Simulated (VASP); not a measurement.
# SnO (P4/nmm) in VASP: a series of runs, part 2 of 2

VASP 6.6.1. Earlier steps stand in the parts before.

### Step 3. Single point, PBE+D3(BJ)

This run uses another cell than the first one, of 17.41 Å³/atom, 1.011 times its volume.

File INCAR:

```
  ALGO = Normal
  EDIFF = 1E-6
  ENCUT = 520
  GGA = PE
  ISIF = 2
  ISMEAR = -1
  IVDW = 12
  LASPH = True
  LCHARG = False
  LREAL = False
  LWAVE = False
  NBANDS = 28
  NELM = 80
  PREC = Accurate
  SIGMA = 0.05
```

File KPOINTS:

```
k-points
0
Gamma
  7 7 6
```

File POSCAR:

```
SnO
1.0
    3.7880991788      0.0000000000      0.0000000000
    0.0000000000      3.7880991788      0.0000000000
    0.0000000000      0.0000000000      4.8541142359
Sn O
2 2
Direct
    0.5000000000      0.0000000000      0.7646261400
    0.0000000000      0.5000000000      0.2353738600
    0.0000000000      0.0000000000      0.0000000000
    0.5000000000      0.5000000000      0.0000000000
```

Potentials or basis: VASP PAW PBE potentials, release 64 (Sn_d, O).

Started as:

```
> cat potpaw_PBE.64/Sn_d/POTCAR potpaw_PBE.64/O/POTCAR > POTCAR
> mpirun -np 1 vasp_std > vasp.out
```

OUTCAR:

```text
EDIFF = 1E-6
   ENCUT = 520
   GGA = PE
   ISIF = 2
   ISMEAR = -1
   IVDW = 12
   LASPH = True
   LREAL = False
   NELM = 80
   PREC = Accurate
 IVDW          = 12

 ion  position               nearest neighbor table
   1  0.500  0.000  0.765-   3 2.21   4 2.21   4 2.21   3 2.21   2 3.52   2 3.52   2 3.52   2 3.52
                             2 3.71   2 3.71   2 3.71   2 3.71
   2  0.000  0.500  0.235-   3 2.21   4 2.21   3 2.21   4 2.21   1 3.52   1 3.52   1 3.52   1 3.52
                             1 3.71   1 3.71   1 3.71   1 3.71
   3  0.000  0.000  0.000-   1 2.21   2 2.21   2 2.21   1 2.21
   4  0.500  0.500  0.000-   1 2.21   2 2.21   1 2.21   2 2.21

  LATTYP: Found a simple tetragonal cell.
 ALAT       =     3.7880991788
 C/A-ratio  =     1.2814116016

  Lattice vectors:

 A1 = (   3.7880991788,   0.0000000000,   0.0000000000)
 A2 = (   0.0000000000,   3.7880991788,   0.0000000000)
 A3 = (   0.0000000000,   0.0000000000,   4.8541142359)

Analysis of symmetry for initial positions (statically):
=====================================================================
 Subroutine PRICEL returns:
 Original cell was already a primitive cell.

[... 177 lines left out ...]
 cond. band min:       7.6291208476   @ k =   0.4286   0.4286   0.0000
 fundamental gap:      0.3119368379
 Fermi energy:         7.4706078140

 k-point     1 :       0.0000    0.0000    0.0000
  band No.  band energies     occupation
      1     -14.8102      2.00000
      2     -14.3318      2.00000
      3     -14.3318      2.00000
      4     -14.3307      2.00000
      5     -14.2823      2.00000
      6     -14.2750      2.00000
[... 733 lines left out ...]
     27      16.1155      0.00000
     28      16.9744      0.00000

 [... further k-points ...]

------------------------ aborting loop because EDIFF is reached ----------------------------------------

 Edisp (eV)   -0.94386

 E8    (eV) :    -0.4093

  FORCE on cell =-STRESS in cart. coord.  units (eV):
  Direction    XX          YY          ZZ          XY          YZ          ZX
  --------------------------------------------------------------------------------------
  -------------------------------------------------------------------------------------
  Total       1.85329     1.85329     1.23238     0.00000    -0.00000     0.00000
  in kB      42.62871    42.62871    28.34660     0.00000    -0.00000     0.00000
  external pressure =       37.87 kB  Pullay stress =        0.00 kB

 VOLUME and BASIS-vectors are now :
 -----------------------------------------------------------------------------
  energy-cutoff  :      520.00
  volume of cell :       69.66
      direct lattice vectors                 reciprocal lattice vectors
     3.788099179  0.000000000  0.000000000     0.263984641  0.000000000  0.000000000
     0.000000000  3.788099179  0.000000000     0.000000000  0.263984641  0.000000000
     0.000000000  0.000000000  4.854114236     0.000000000  0.000000000  0.206010809

 POSITION                                       TOTAL-FORCE (eV/Angst)
 -----------------------------------------------------------------------------------
      1.89405      0.00000      3.71158        -0.000000      0.000000     -0.768391
      0.00000      1.89405      1.14253         0.000000      0.000000      0.768391
      0.00000      0.00000      0.00000         0.000000     -0.000000     -0.000000
      1.89405      1.89405      0.00000         0.000000      0.000000     -0.000000
 -----------------------------------------------------------------------------------
    total drift:                                0.000000      0.000000      0.000000

  FREE ENERGIE OF THE ION-ELECTRON SYSTEM (eV)
  ---------------------------------------------------
  free  energy   TOTEN  =       -23.5845394990 eV

  energy  without entropy=      -23.5840402712  energy(sigma->0) =      -23.58428989
```

OSZICAR:

```text
N       E                     dE             d eps       ncg     rms          rms(c)
DAV:   1     0.415649293123E+03    0.41565E+03   -0.19943E+04  2316   0.221E+03
DAV:   2     0.365926310694E+02   -0.37906E+03   -0.36332E+03  2312   0.540E+02
DAV:   3    -0.233552330431E+02   -0.59948E+02   -0.58774E+02  2540   0.180E+02
DAV:   4    -0.262479048140E+02   -0.28927E+01   -0.28772E+01  2528   0.421E+01
DAV:   5    -0.263178872302E+02   -0.69982E-01   -0.69973E-01  2516   0.709E+00    0.117E+01
DAV:   6    -0.226499268828E+02    0.36680E+01   -0.16394E+01  3588   0.443E+01    0.487E+00
DAV:   7    -0.226591493902E+02   -0.92225E-02   -0.19667E+00  2676   0.850E+00    0.249E+00
DAV:   8    -0.226476222185E+02    0.11527E-01   -0.27775E-01  3096   0.374E+00    0.813E-01
DAV:   9    -0.226396970252E+02    0.79252E-02   -0.48339E-02  3472   0.237E+00    0.231E-01
DAV:  10    -0.226408822907E+02   -0.11853E-02   -0.67061E-03  2996   0.734E-01    0.123E-01
DAV:  11    -0.226406595506E+02    0.22274E-03   -0.15884E-03  3396   0.389E-01    0.231E-02
DAV:  12    -0.226406934031E+02   -0.33853E-04   -0.24154E-04  2332   0.873E-02    0.352E-02
DAV:  13    -0.226406821631E+02    0.11240E-04   -0.47865E-05  2980   0.694E-02    0.254E-03
DAV:  14    -0.226406823479E+02   -0.18473E-06   -0.56192E-06  2336   0.137E-02
   1 F= -.23584539E+02 E0= -.23584290E+02  d E =-.499228E-03
```

stdout:

```text
POSCAR found type information on POSCAR SnO
 POSCAR found :  2 types and       4 ions
 scaLAPACK will be used
 LDA part: xc-table for (Slater+PW92), standard interpolation
 POSCAR, INCAR and KPOINTS ok, starting setup
 FFT: planning ... GRIDC
 FFT: planning ... GRID_SOFT
 FFT: planning ... GRID
 WAVECAR not read
 entering main loop
```

Wall time 40 s (1 thread of Intel Xeon 6975P-C (Granite Rapids), shared host); peak memory 0.21 GiB.

What came out:

```yaml
Free_energy: -23.5845 eV
Pressure: 3.8 GPa
Largest_force: 0.768 eV/Å
Band_gap_on_the_k_mesh: 0.31 eV, indirect (least direct gap 2.04 eV)
Dispersion_energy_per_atom: -0.236 eV
```

Forces on the atoms (eV/Å):
```
Sn   0.000  0.000 -0.768
Sn   0.000  0.000  0.768
O    0.000  0.000  0.000
O    0.000  0.000  0.000
```

Stress tensor (GPa, compression positive):
```
4.26 0.00 0.00
0.00 4.26 0.00
0.00 0.00 2.83
```

Levels at points of the mesh, in eV from the valence-band top:
```tsv
k point	band 16	band 17	band 18	band 19	band 20	band 21	band 22	band 23	band 24	band 25
(0.00, 0.00, 0.00)	-6.47	-3.62	-3.33	-3.33	0.00	2.07	4.24	4.74	4.74	5.69
(0.00, 0.00, 0.50)	-3.69	-3.34	-3.34	-3.15	-2.33	1.65	2.99	2.99	3.70	7.82
```

Caveat: spin-orbit coupling is left out, which moves the levels of the heavy elements. A k mesh can miss the band edges.

### Step 4. Single point, PBE+D3(BJ)

This run uses another cell than the first one, of 17.77 Å³/atom, 1.032 times its volume.

File INCAR:

```
PREC     = Accurate       # precision mode
ENCUT    = 520            # plane-wave cutoff, eV
EDIFF    = 1E-7           # SCF threshold, eV
ISMEAR   = -1             # smearing method
SIGMA    = 0.05           # smearing width, eV
LREAL    = F              # projectors in reciprocal space
LASPH    = T              # aspherical terms in the spheres
NELM     = 100            # most SCF steps
ALGO     = Normal         # electronic algorithm
ISIF     = 2              # what is computed and relaxed
LWAVE    = F              # write WAVECAR
LCHARG   = F              # write CHGCAR
GGA      = PE             # functional
IVDW     = 12             # dispersion correction
NBANDS   = 28             # bands
```

File KPOINTS:

```
regular mesh
0
Gamma
  7 7 6
```

File POSCAR:

```
SnO
1.0
    3.8136952200      0.0000000000      0.0000000000
    0.0000000000      3.8136952200      0.0000000000
    0.0000000000      0.0000000000      4.8869133000
Sn O
2 2
Direct
    0.5000000000      0.0000000000      0.7646261400
    0.0000000000      0.5000000000      0.2353738600
    0.0000000000      0.0000000000      0.0000000000
    0.5000000000      0.5000000000      0.0000000000
```

Started as:

```
> cat potpaw_PBE.64/Sn_d/POTCAR potpaw_PBE.64/O/POTCAR > POTCAR
> mpirun -np 1 vasp_std > vasp.out
```

Run time: 42 s. Hardware: 1 thread of Intel Xeon 6975P-C (Granite Rapids), shared host; peak memory 0.22 GiB.

Results (log left out):

```
Free energy                : -23.6103 eV
Pressure                   : 1.8 GPa
Largest force              : 0.472 eV/Å
Band gap on the k mesh     : 0.38 eV, indirect (least direct gap 2.05 eV)
Dispersion energy per atom : -0.231 eV
```

Forces on the atoms (eV/Å):
```
Sn   0.000  0.000 -0.472
Sn   0.000  0.000  0.472
O    0.000  0.000  0.000
O    0.000  0.000  0.000
```

Stress tensor (GPa, compression positive):
```
2.06 0.00 0.00
0.00 2.06 0.00
0.00 0.00 1.16
```

Levels at points of the mesh, in eV from the valence-band top:
```csv
k point,band 18,band 19,band 20,band 21,band 22,band 23
"(0.00, 0.00, 0.00)",-3.18,-3.18,0.00,2.05,4.27,4.74
"(0.00, 0.00, 0.50)",-3.19,-3.19,-2.21,1.68,3.04,3.04
```

Caveat: spin-orbit coupling is left out, which moves the levels of the heavy elements. A k mesh can miss the band edges.

### Step 5. Single point, PBE+D3(BJ)

This run uses another cell than the first one, of 18.12 Å³/atom, 1.052 times its volume.

File INCAR:

```
PREC     = Accurate       # precision mode
ENCUT    = 520            # plane-wave cutoff, eV
EDIFF    = 1E-6           # SCF threshold, eV
ISMEAR   = -1             # smearing method
SIGMA    = 0.05           # smearing width, eV
LREAL    = F              # projectors in reciprocal space
LASPH    = T              # aspherical terms in the spheres
NELM     = 80             # most SCF steps
ALGO     = Normal         # electronic algorithm
ISIF     = 2              # what is computed and relaxed
LWAVE    = F              # write WAVECAR
LCHARG   = T              # write CHGCAR
GGA      = PE             # functional
IVDW     = 12             # dispersion correction
LELF     = T              # ELF
LVHAR    = T            
NBANDS   = 28             # bands
```

File KPOINTS:

```
Automatic mesh
0
Gamma
  7 7 6
```

File POSCAR:

```
SnO
1.0
    3.8389522158      0.0000000000      0.0000000000
    0.0000000000      3.8389522158      0.0000000000
    0.0000000000      0.0000000000      4.9192779074
Sn O
2 2
Direct
    0.5000000000      0.0000000000      0.7646261400
    0.0000000000      0.5000000000      0.2353738600
    0.0000000000      0.0000000000      0.0000000000
    0.5000000000      0.5000000000      0.0000000000
```

Potentials or basis: VASP PAW PBE potentials, release 64 (Sn_d, O).

Started as:

```
> cat potpaw_PBE.64/Sn_d/POTCAR potpaw_PBE.64/O/POTCAR > POTCAR
> mpirun -np 1 vasp_std > vasp.out
```

OUTCAR:

```text
PREC = Accurate
   ENCUT = 520
   EDIFF = 1E-6
   ISMEAR = -1
   LREAL = F
   LASPH = T
   NELM = 80
   ISIF = 2
   GGA = PE
   IVDW = 12
 IVDW          = 12

 ion  position               nearest neighbor table
   1  0.500  0.000  0.765-   3 2.24   4 2.24   4 2.24   3 2.24   2 3.57   2 3.57   2 3.57   2 3.57

   2  0.000  0.500  0.235-   3 2.24   4 2.24   3 2.24   4 2.24   1 3.57   1 3.57   1 3.57   1 3.57

   3  0.000  0.000  0.000-   1 2.24   2 2.24   2 2.24   1 2.24
   4  0.500  0.500  0.000-   1 2.24   2 2.24   1 2.24   2 2.24

  LATTYP: Found a simple tetragonal cell.
 ALAT       =     3.8389522158
 C/A-ratio  =     1.2814116016

  Lattice vectors:

 A1 = (   3.8389522158,   0.0000000000,   0.0000000000)
 A2 = (   0.0000000000,   3.8389522158,   0.0000000000)
 A3 = (   0.0000000000,   0.0000000000,   4.9192779074)

Analysis of symmetry for initial positions (statically):
=====================================================================
 Subroutine PRICEL returns:
 Original cell was already a primitive cell.

 Routine SETGRP: Setting up the symmetry group for a
 simple tetragonal supercell.

 Subroutine GETGRP returns: Found 16 space group operations
[... 172 lines left out ...]

 val. band max:        6.7104251204   @ k =   0.0000   0.0000   0.0000
 cond. band min:       7.1642335767   @ k =   0.4286   0.4286   0.0000
 fundamental gap:      0.4538084563
 Fermi energy:         6.9344709088

 k-point     1 :       0.0000    0.0000    0.0000
  band No.  band energies     occupation
      1     -15.1783      2.00000
      2     -14.7828      2.00000
      3     -14.7818      2.00000
      4     -14.7818      2.00000
      5     -14.7460      2.00000
      6     -14.7338      2.00000
[... 733 lines left out ...]
     27      15.5113      0.00000
     28      16.3625      0.00000

 [... further k-points ...]

------------------------ aborting loop because EDIFF is reached ----------------------------------------

 Edisp (eV)   -0.90691

 E8    (eV) :    -0.3936

  FORCE on cell =-STRESS in cart. coord.  units (eV):
  Direction    XX          YY          ZZ          XY          YZ          ZX
  --------------------------------------------------------------------------------------
  -------------------------------------------------------------------------------------
  Total       0.02535     0.02535    -0.17160     0.00000     0.00000     0.00000
  in kB       0.56025     0.56025    -3.79218     0.00000     0.00000     0.00000
  external pressure =       -0.89 kB  Pullay stress =        0.00 kB

 VOLUME and BASIS-vectors are now :
 -----------------------------------------------------------------------------
  energy-cutoff  :      520.00
  volume of cell :       72.50
      direct lattice vectors                 reciprocal lattice vectors
     3.838952216  0.000000000  0.000000000     0.260487743  0.000000000  0.000000000
     0.000000000  3.838952216  0.000000000     0.000000000  0.260487743  0.000000000
     0.000000000  0.000000000  4.919277907     0.000000000  0.000000000  0.203281868

 POSITION                                       TOTAL-FORCE (eV/Angst)
 -----------------------------------------------------------------------------------
      1.91948      0.00000      3.76141        -0.000000      0.000000     -0.195818
      0.00000      1.91948      1.15787         0.000000      0.000000      0.195818
      0.00000      0.00000      0.00000        -0.000000     -0.000000      0.000000
      1.91948      1.91948      0.00000        -0.000000      0.000000      0.000000
 -----------------------------------------------------------------------------------
    total drift:                                0.000000      0.000000      0.000000

  FREE ENERGIE OF THE ION-ELECTRON SYSTEM (eV)
  ---------------------------------------------------
  free  energy   TOTEN  =       -23.6188223813 eV

  energy  without entropy=      -23.6186597586  energy(sigma->0) =      -23.61874107
```

OSZICAR:

```text
N       E                     dE             d eps       ncg     rms          rms(c)
DAV:   1     0.419105331502E+03    0.41911E+03   -0.19971E+04  2344   0.216E+03
DAV:   2     0.393770268133E+02   -0.37973E+03   -0.36477E+03  2308   0.542E+02
DAV:   3    -0.233802333171E+02   -0.62757E+02   -0.61509E+02  2592   0.182E+02
DAV:   4    -0.263916569421E+02   -0.30114E+01   -0.29952E+01  2520   0.430E+01
DAV:   5    -0.264622383440E+02   -0.70581E-01   -0.70573E-01  2468   0.719E+00    0.117E+01
DAV:   6    -0.227515683441E+02    0.37107E+01   -0.17425E+01  3592   0.452E+01    0.502E+00
DAV:   7    -0.227318461003E+02    0.19722E-01   -0.21342E+00  2684   0.868E+00    0.249E+00
DAV:   8    -0.227185954015E+02    0.13251E-01   -0.29659E-01  2740   0.363E+00    0.811E-01
DAV:   9    -0.227108960274E+02    0.76994E-02   -0.48750E-02  3532   0.219E+00    0.242E-01
DAV:  10    -0.227122860241E+02   -0.13900E-02   -0.77650E-03  3008   0.781E-01    0.149E-01
DAV:  11    -0.227118815265E+02    0.40450E-03   -0.22656E-03  3404   0.428E-01    0.221E-02
DAV:  12    -0.227119172374E+02   -0.35711E-04   -0.28253E-04  2300   0.971E-02    0.327E-02
DAV:  13    -0.227119115541E+02    0.56833E-05   -0.33921E-05  2840   0.522E-02    0.377E-03
DAV:  14    -0.227119113930E+02    0.16109E-06   -0.41191E-06  2436   0.121E-02
   1 F= -.23618822E+02 E0= -.23618741E+02  d E =-.162623E-03
```

stdout:

```text
POSCAR found type information on POSCAR SnO
 POSCAR found :  2 types and       4 ions
 scaLAPACK will be used
 LDA part: xc-table for (Slater+PW92), standard interpolation
 POSCAR, INCAR and KPOINTS ok, starting setup
 FFT: planning ... GRIDC
 FFT: planning ... GRID_SOFT
 FFT: planning ... GRID
 WAVECAR not read
 entering main loop
```

Run time: 65 s. Hardware: 1 thread of Intel Xeon 6975P-C (Granite Rapids), shared host; peak memory 0.23 GiB.

Results:

```
Free energy                : -23.6188 eV
Pressure                   : -0.1 GPa
Largest force              : 0.196 eV/Å
Band gap on the k mesh     : 0.45 eV, indirect (least direct gap 2.02 eV)
Dispersion energy per atom : -0.227 eV
```

Forces on the atoms (eV/Å):
```
Sn   0.000  0.000 -0.196
Sn   0.000  0.000  0.196
O    0.000  0.000  0.000
O    0.000  0.000  0.000
```

Stress tensor (GPa, compression positive):
```
 0.06  0.00  0.00
 0.00  0.06  0.00
 0.00  0.00 -0.38
```

Caveat: spin-orbit coupling is left out, which moves the levels of the heavy elements.

### Step 6. Single point, PBE+D3(BJ)

This run uses another cell than the first one, of 18.48 Å³/atom, 1.073 times its volume.

File INCAR:

```
  PREC = Accurate
  ENCUT = 520
  EDIFF = 1E-6
  ISMEAR = -1
  SIGMA = 0.05
  LREAL = F
  LASPH = T
  NELM = 60
  ALGO = Normal
  ISIF = 2
  LWAVE = F
  LCHARG = F
  GGA = PE
  IVDW = 12
  NBANDS = 28
```

File KPOINTS:

```
regular mesh
0
Gamma
  7 7 6
```

File POSCAR:

```
SnO
1.0
    3.8638811754      0.0000000000      0.0000000000
    0.0000000000      3.8638811754      0.0000000000
    0.0000000000      0.0000000000      4.9512221655
Sn O
2 2
Direct
    0.5000000000      0.0000000000      0.7646261400
    0.0000000000      0.5000000000      0.2353738600
    0.0000000000      0.0000000000      0.0000000000
    0.5000000000      0.5000000000      0.0000000000
```

Potentials or basis: VASP PAW PBE potentials, release 64 (Sn_d, O).

Started as:

```
> cat potpaw_PBE.64/Sn_d/POTCAR potpaw_PBE.64/O/POTCAR > POTCAR
> mpirun -np 1 vasp_std > vasp.out
```

It took 65 s on 1 thread of Intel Xeon 6975P-C (Granite Rapids), shared host; peak memory 0.23 GiB.

The run converged. Its results:

- Free energy: -23.6119 eV
- Pressure: -1.7 GPa
- Largest force: 0.060 eV/Å
- Band gap on the k mesh: 0.52 eV, indirect (least direct gap 1.99 eV)
- Dispersion energy per atom: -0.222 eV

Forces in eV/Å, atoms in the order of the input:
```
Sn   0.000  0.000  0.060
Sn   0.000  0.000 -0.060
O    0.000  0.000  0.000
O    0.000  0.000  0.000
```

Levels at points of the mesh, in eV from the valence-band top:
```
           k point  band 18  band 19  band 20  band 21  band 22  band 23
(0.00, 0.00, 0.00)    -2.89    -2.89     0.00     1.99     4.32     4.73
(0.00, 0.00, 0.50)    -2.90    -2.90    -1.99     1.74     3.11     3.11
```

Caveat: spin-orbit coupling is left out, which moves the levels of the heavy elements. A k mesh can miss the band edges.

### Step 7. Summary

```csv
level,cell,gap on the mesh (eV),pressure (GPa),largest force (eV/Å)
revPBE+D4,"a = 3.838, b = 3.838, c = 4.677 Å, 4 atoms",0.11,0.2,0.08
PBE+D3(BJ),"a = 3.788, b = 3.788, c = 4.854 Å, 4 atoms",0.31,3.8,0.77
PBE+D3(BJ),"a = 3.814, b = 3.814, c = 4.887 Å, 4 atoms",0.38,1.8,0.47
PBE+D3(BJ),"a = 3.839, b = 3.839, c = 4.919 Å, 4 atoms",0.45,-0.1,0.20
PBE+D3(BJ),"a = 3.864, b = 3.864, c = 4.951 Å, 4 atoms",0.52,-1.7,0.06
```

Alike in all rows: task single point; potentials or basis VASP PAW PBE potentials, release 64 (Sn_d, O); no spin polarisation; k mesh 7 × 7 × 6; cutoff (eV) 520; smearing fermi-dirac 0.05 eV.

Caveats: spin-orbit coupling is left out, which moves the levels of the heavy elements; the PAW data sets were made with another functional, which shifts forces and pressure a little (some runs).

Absolute energies hang on the potentials; compare differences alone.
